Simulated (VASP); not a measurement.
Set up this calculation in VASP 6.6.1, as the native input.

```
Task                   : single point
Functional             : PBE
Potentials or basis    : VASP PAW PBE potentials, release 64 (Zn)
Cutoff                 : 520 eV
k mesh                 : 5 × 7 × 2
Occupations            : gaussian, width 0.1 eV
Spin                   : no spin polarisation
Dipole correction      : no
Further INCAR settings : ALGO = Fast; EDIFF = 1e-06; NBANDS = 25; ISYM = 0
```

The structure of Zn lies in POSCAR:

```
Zn
1.0
    2.2681701736     -1.3084870100      0.0000000000
    2.2681701736      1.3084870100      0.0000000000
   -1.5917165425      0.0000000000      7.3004081919
Zn
3
Direct
    0.0000000000      0.0000000000      0.0000000000
    0.2219821400      0.2219821400      0.6654950200
    0.7780178600      0.7780178600      0.3345049800
```

The input as run:

INCAR

```
SYSTEM = Zn
PREC = Accurate ; ENCUT = 520
EDIFF = 1E-6 ; ISMEAR = 0
SIGMA = 0.1 ; LREAL = .FALSE.
LASPH = .TRUE. ; NELM = 80
ALGO = Fast ; ISIF = 2
LWAVE = .FALSE. ; LCHARG = .FALSE.
GGA = PE ; ISYM = 0
NBANDS = 25
```

KPOINTS

```
Automatic mesh
0
G
  5 7 2
  0 0 0
```

Potentials or basis: VASP PAW PBE potentials, release 64 (Zn).

Run with:

```bash
$ cat potpaw_PBE.64/Zn/POTCAR > POTCAR
$ mpirun -np 1 vasp_std > vasp.out
```

It gave:

```yaml
Pressure: 3.8 GPa
Largest_force: 0.019 eV/Å
Band_gap_on_the_k_mesh: zero (band 18 reaches 4.56 eV, above the bottom of band 19 at 0.47 eV)
```

Caveat: the k points lie up to 0.56 Å⁻¹ apart.

Wall time 24 s on 1 thread of Intel(R) Xeon(R) Platinum 8375C CPU @ 2.90GHz (Ice Lake), with other jobs on the host, peak memory 0.16 GiB.
